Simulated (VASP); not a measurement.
ZnS, 4 atoms in the cell. It takes space group Cm (No. 8, monoclinic). The conventional cell has a = 6.601 Å, b = 3.811 Å, c = 6.234 Å, α = 90.00°, β = 90.00°, γ = 90.00°. Zn (site symmetry m) has 4 S at 2.08 to 2.49 Å within 2.8 Å. Within 2.9 Å of Zn (site symmetry m) lie 4 S at 2.23 to 2.61 Å. S (site symmetry m) has 4 Zn at 2.23 to 2.61 Å within 2.9 Å. Within 2.8 Å of S (site symmetry m) lie 4 Zn at 2.08 to 2.49 Å.  This cell differs from its parent crystal: all S atoms moved -0.300 Å, as atom 3 towards its neighbour atom 2 (Zn) at 2.314 Å.

* Program: VASP 6.6.1
* Task: single point
* Functional: r2SCAN
* Potentials or basis: VASP PAW PBE potentials, release 64 (Zn, S)
* Cutoff: 520 eV
* k mesh: 6 × 6 × 4
* Occupations: gaussian, width 0.05 eV
* Spin: no spin polarisation
* Dipole correction: no
* Further INCAR settings: ALGO = Normal; EDIFF = 1e-06; NBANDS = 26

Potentials or basis: VASP PAW PBE potentials, release 64 (Zn, S).

Command:

```bash
$ cat potpaw_PBE.64/Zn/POTCAR potpaw_PBE.64/S/POTCAR > POTCAR
$ cp INCAR.step1 INCAR
$ mpirun -np 1 vasp_std > vasp.out
$ cp INCAR.step2 INCAR
$ mpirun -np 1 vasp_std > vasp.out
```

Hardware: 1 thread of Intel(R) Xeon(R) 6975P-C (Granite Rapids), on a shared host.

**Question.** Estimate the wall time of this run.

**Answer.** It took 120 s on 1 thread of Intel(R) Xeon(R) 6975P-C (Granite Rapids), on a shared host, peak memory 0.24 GiB. Counts: k points 47.
